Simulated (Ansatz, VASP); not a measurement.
# Sn2Ge: VASP beside Ansatz

```xyz
3
Lattice="0.0000 3.4328 3.4328 3.4328 0.0000 3.4328 3.4328 3.4328 0.0000" Properties=species:S:1:pos:R:3 pbc="T T T"
Sn    5.1491    5.1491    5.1491
Sn    1.7164    1.7164    1.7164
Ge    0.0000    0.0000    0.0000
```

Alike in both runs: functional PBEsol; k mesh 10 × 10 × 10; occupations gaussian, width 0.1 eV; no spin polarisation.

Ansatz relaxed the structure, and its values are those at the end. VASP's run is a single point on that final structure, the one shown.

```csv
,VASP,Ansatz
version,VASP 6.6.1,Ansatz 0.2.0
potentials or method,"VASP PAW PBE potentials, release 64 (Sn_d, Ge_d), cutoff 520 eV","scalar-relativistic, plane waves, PAW"
valence electrons in the cell,42,42
```

```tsv
	VASP	Ansatz	Ansatz less VASP
gap on the k mesh at the Fermi level (eV)	none	none	-
pressure (GPa)	0.0	0.0	+0.02
```

VASP's potentials were made for PBE, not for PBEsol. A gap of «none» marks a metal or a gap that the smearing closes.
